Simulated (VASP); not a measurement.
Here is a VASP 6.6.1 calculation.

The input POSCAR:

```
Sn
1.0
    0.0000000000      3.3754240000      3.2456000000
    3.1157760000      0.0000000000      3.2456000000
    3.1157760000      3.3754240000      0.0000000000
Sn
2
Direct
    0.5000000000      0.5000000000      0.5000000000
    0.7500000000      0.7500000000      0.7500000000
```

The input INCAR.step1:

```
PREC     = Accurate       # precision mode
ENCUT    = 520            # plane-wave cutoff, eV
ISMEAR   = 0              # smearing method
SIGMA    = 0.1            # smearing width, eV
LREAL    = F              # projectors in reciprocal space
LASPH    = T              # aspherical terms in the spheres
NELM     = 60             # most SCF steps
NBANDS   = 21             # bands
GGA      = PE             # functional
ALGO     = Normal         # electronic algorithm
EDIFF    = 1E-4           # SCF threshold, eV
LWAVE    = T              # write WAVECAR
LCHARG   = F              # write CHGCAR
```

Contents of INCAR.step2:

```
PREC     = Accurate       # precision mode
ENCUT    = 520            # plane-wave cutoff, eV
EDIFF    = 1E-6           # SCF threshold, eV
ISMEAR   = 0              # smearing method
SIGMA    = 0.1            # smearing width, eV
LREAL    = F              # projectors in reciprocal space
LASPH    = T              # aspherical terms in the spheres
NELM     = 60             # most SCF steps
ALGO     = Normal         # electronic algorithm
ISIF     = 2              # what is computed and relaxed
LWAVE    = F              # write WAVECAR
LCHARG   = F              # write CHGCAR
METAGGA  = R2SCAN         # meta-GGA
LMIXTAU  = T            
NBANDS   = 21             # bands
ISTART   = 1
```

KPOINTS

```
Automatic mesh
0
Gamma
  12 12 12
```

Potentials or basis: VASP PAW PBE potentials, release 64 (Sn_d).

Run with:

```console
$ cat potpaw_PBE.64/Sn_d/POTCAR > POTCAR
$ cp INCAR.step1 INCAR
$ mpirun -np 1 vasp_std > vasp.out
$ cp INCAR.step2 INCAR
$ mpirun -np 1 vasp_std > vasp.out
```

**Question.** Predict the pressure.

**Answer.** 1.6 GPa.

Stress tensor (GPa, compression positive):
```
2.95 0.00 0.00
0.00 0.09 0.00
0.00 0.00 1.81
```

Caveat: the cell differs from its parent crystal (strain -0.0400 x Voigt [1, -1, 0, 0, 0, 0]); the PAW data sets were made with another functional, which shifts forces and pressure a little.
